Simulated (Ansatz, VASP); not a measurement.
One calculation of LaLuAs2, two programs

```
La As Lu
1.0
     4.22326    0.00000    0.00000
     0.00000    4.22326    0.00000
     0.00000    0.00000    5.95210
La As Lu
1 2 1
Direct
  0.00000 0.00000 0.00000
  0.00000 0.00000 0.50000
  0.50000 0.50000 0.00000
  0.50000 0.50000 0.50000
```

Alike in both runs: task single point; functional PBE; k mesh 6 × 6 × 4; occupations fermi-dirac, width 0.02 eV; no spin polarisation.

|  | VASP | Ansatz |
| --- | --- | --- |
| version | VASP 6.6.1 | Ansatz 0.2.0 |
| potentials or method | VASP PAW PBE potentials, release 64 (La, As_d, Lu) | plane waves, PAW |
| plane-wave cutoff (eV) | 510 | 420 |
| valence electrons in the cell | 66 | 66 |

```csv
,VASP,Ansatz,Ansatz less VASP
pressure (GPa),0.2,0.2,-0.04
```

The functional is the same, so the differences come from potentials, cutoffs and numerics.

Neither program's run includes spin-orbit coupling.
